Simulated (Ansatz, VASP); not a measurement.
Two plane-wave programs on Ga2S

The input INCAR:

```
ALGO = Normal
EDIFF = 1E-6
EDIFFG = -0.04
ENCUT = 600
GGA = PE
IBRION = 2
ISIF = 3
ISMEAR = 0
LASPH = True
LCHARG = False
LREAL = False
LWAVE = False
NELM = 80
NSW = 90
PREC = Accurate
SIGMA = 0.1
```

The input KPOINTS:

```
k-points
0
Gamma
  6 6 6
```

POSCAR

```
Ga2S
1.0
    1.7711673067      1.0225839213      5.3493783536
   -1.7711673067      1.0225839213      5.3493783536
    0.0000000000     -2.0451678426      5.3493783536
Ga S
2 1
Direct
    0.7500000000      0.7500000000      0.7500000000
    0.2500000000      0.2500000000      0.2500000000
    0.0000000000      0.0000000000      0.0000000000
```

Input for Ansatz:

```yaml
crystal:
  lattice:
    - [1.7711673067, 1.0225839213, 5.3493783536]
    - [-1.7711673067, 1.0225839213, 5.3493783536]
    - [0.0, -2.0451678426, 5.3493783536]
  atoms:
    - { symbol: Ga, position: [0.75, 0.75, 0.75] }
    - { symbol: Ga, position: [0.25, 0.25, 0.25] }
    - { symbol: S, position: [0.0, 0.0, 0.0] }
basis:
  ecutwfc: 420
kpoints:
  mp_grid: { grid: [6, 6, 6] }
hamiltonian:
  xc: pbe
scf:
  occupations: { method: gaussian, width: 0.1 }
  lower_state_search: "off"
output:
  forces: true
  stress: true
  eigenvalues: true
relax:
  adjacent_minimum: "off"
  f_tol: 0.04
  max_steps: 70
  cell: { stress_tol: 0.4 }
```

Alike in both runs: task relaxation of cell and atoms; functional PBE; k mesh 6 × 6 × 6; occupations gaussian, width 0.1 eV; no spin polarisation.

|  | VASP | Ansatz |
| --- | --- | --- |
| version | VASP 6.6.1 | Ansatz 0.2.0 |
| potentials or method | VASP PAW PBE potentials, release 64 (Ga_d, S), cutoff 600 eV | scalar-relativistic, plane waves, PAW |
| valence electrons in the cell | 32 | 32 |

VASP gave:

```
gap on the k mesh at the Fermi level, each at its own relaxed structure (eV)  : none
relaxed volume (Å³/atom)                                                      : 19.75
relaxed length of the cell vector where the two differ most in proportion (Å) : 5.688
```

Question: What did Ansatz give for the same quantities?

Answer: gap on the k mesh at the Fermi level, each at its own relaxed structure (eV): none; relaxed volume (Å³/atom): 20.27; relaxed length of the cell vector where the two differ most in proportion (Å): 5.754.

A gap of «none» marks a metal or a gap that the smearing closes.
